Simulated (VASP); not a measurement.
**Cs3Ge2S3: relaxation of cell and atoms with PBE**

Crystal: Cs3Ge2S3.

```
Cs Ge S
1.0
     6.46444    0.00000    0.00000
     0.00000    6.46444    0.00000
     0.00000    0.00000    6.46444
Cs Ge S
3 2 3
Direct
  0.50000 0.00000 0.00000
  0.00000 0.50000 0.00000
  0.00000 0.00000 0.50000
  0.50000 0.50000 0.50000
  0.00000 0.00000 0.00000
  0.00000 0.50000 0.50000
  0.50000 0.00000 0.50000
  0.50000 0.50000 0.00000
```

```
Program                : VASP 6.6.1
Task                   : relaxation of cell and atoms
Functional             : PBE
Potentials or basis    : VASP PAW PBE potentials, release 64 (Cs_sv, Ge_d, S)
Cutoff                 : 600 eV
k mesh                 : 4 × 4 × 4
Occupations            : gaussian, width 0.1 eV
Spin                   : no spin polarisation
Dipole correction      : no
Further INCAR settings : ALGO = Normal; EDIFF = 1e-07; IBRION = 2; EDIFFG = -0.04; NSW = 90; ISIF = 3
```

```json
{"Relaxed volume": "35.82 Å³/atom", "Relaxed cell": "a = 6.593 Å, b = 6.593 Å, c = 6.593 Å, α = 90.00°, β = 90.00°, γ = 90.00°", "Space group after relaxing (to 0.05 Å)": "Pm-3m (No. 221)", "Energy gained by relaxing": "7.1 meV/atom", "Ionic steps": "3", "Pressure after relaxing": "0.0 GPa"}
```

Step by step:
| step | energy change (eV) | largest force (eV/Å) | pressure (GPa) | volume (Å³) |
| --- | --- | --- | --- | --- |
| 1 | 0.0000 | 0.0000 | 1.23 | 270.14 |
| 2 | -0.0506 | 0.0000 | 0.38 | 280.42 |
| 3 | -0.0571 | 0.0000 | -0.04 | 286.59 |

Final structure:
```yaml
crystal:
  lattice:
    - [6.59305, 0.00000, 0.00000]
    - [0.00000, 6.59305, 0.00000]
    - [0.00000, 0.00000, 6.59305]
  atoms:
    - { symbol: Cs, position: [0.50000, 0.00000, 0.00000] }
    - { symbol: Cs, position: [0.00000, 0.50000, 0.00000] }
    - { symbol: Cs, position: [0.00000, 0.00000, 0.50000] }
    - { symbol: Ge, position: [0.50000, 0.50000, 0.50000] }
    - { symbol: Ge, position: [0.00000, 0.00000, 0.00000] }
    - { symbol: S, position: [0.00000, 0.50000, 0.50000] }
    - { symbol: S, position: [0.50000, 0.00000, 0.50000] }
    - { symbol: S, position: [0.50000, 0.50000, 0.00000] }
```

Levels at points of the mesh, in eV from the Fermi level:
| k point | band 33 | band 34 | band 35 | band 36 | band 37 | band 38 | band 39 | band 40 | band 41 | band 42 |
| --- | --- | --- | --- | --- | --- | --- | --- | --- | --- | --- |
| (0.00, 0.00, 0.00) | 0.02 | 0.05 | 0.05 | 0.05 | 0.98 | 0.98 | 0.98 | 3.14 | 3.14 | 3.14 |
| (0.50, 0.00, 0.00) | -0.28 | -0.04 | -0.04 | -0.01 | -0.01 | 0.80 | 0.80 | 1.49 | 3.30 | 3.30 |
| (0.50, 0.50, 0.00) | -0.52 | -0.52 | -0.41 | -0.30 | -0.09 | -0.09 | 0.63 | 1.29 | 1.29 | 3.20 |
| (0.50, 0.50, 0.50) | -0.83 | -0.54 | -0.54 | -0.54 | -0.48 | -0.48 | -0.32 | 1.07 | 1.07 | 1.07 |

Run time: 8.1 min on 1 thread of Intel(R) Xeon(R) Platinum 8259CL CPU @ 2.50GHz (Skylake/Cascade Lake) (shared host), peak memory 0.49 GiB.

Caveat: spin-orbit coupling is left out, which moves the levels of the heavy elements.
